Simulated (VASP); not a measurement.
A run of VASP 6.6.1 is set up as follows.

INCAR

```
SYSTEM = TiAl3
PREC = Accurate ; ENCUT = 520
EDIFF = 1E-7 ; ISMEAR = 0
SIGMA = 0.1 ; LREAL = Auto
LASPH = .True. ; NELM = 100
ALGO = Normal ; ISIF = 2
LWAVE = .False. ; LCHARG = .False.
GGA = PE ; NBANDS = 81
```

File KPOINTS:

```
regular mesh
0
Gamma
  6 6 3
  0 0 0
```

File POSCAR:

```
TiAl3
1.0
    5.6281834865      0.0000000000      0.0000000000
   -2.8140917432      4.8741498765      0.0000000000
    0.0000000000      0.0000000000     14.1093916901
Ti Al
6 18
Direct
    0.0005365523      0.0002682761      0.0125814899
    0.6666666667      0.3333333333      0.1666666667
    0.3327967811      0.6663983905      0.3207518434
    0.0005365523      0.5002682761      0.5125814899
    0.6666666667      0.8333333333      0.6666666667
    0.3327967811      0.1663983905      0.8207518434
   -0.0029818716      0.4985090642      0.0053012162
    0.6666666667      0.8333333333      0.1666666667
    0.3363152050      0.1681576025      0.3280321172
    0.4967587293     -0.0033739113      0.4954773212
    0.1666666667      0.3333333333      0.1666666667
    0.8365746041      0.6665340261      0.3378560121
    0.4967587293      0.5001326406      0.4954773212
    0.8365746041      0.1700405780      0.3378560121
    0.1666666667      0.8333333333      0.1666666667
    0.9970181284     -0.0014909358      0.5053012162
    0.6666666667      0.3333333333      0.6666666667
    0.3363152050      0.6681576025      0.8280321172
    0.4967587293      0.0001326406     -0.0045226788
    0.1666666667      0.3333333333      0.6666666667
    0.8365746041      0.6700405780      0.8378560121
    0.4967587293      0.4966260887     -0.0045226788
    0.8365746041      0.1665340261      0.8378560121
    0.1666666667      0.8333333333      0.6666666667
```

Potentials or basis: VASP PAW PBE potentials, release 64 (Ti_sv, Al).

Launch:

```bash
$ cat potpaw_PBE.64/Ti_sv/POTCAR potpaw_PBE.64/Al/POTCAR > POTCAR
$ mpirun -np 1 vasp_std > vasp.out
```

(1) Predict the band gap on the k mesh.

(2) Predict the largest force.

(3) Estimate the pressure.

## Answers

(1) zero (bands 63 and 64 overlap by 0.78 eV).

(2) 0.006 eV/Å.

(3) -0.9 GPa.
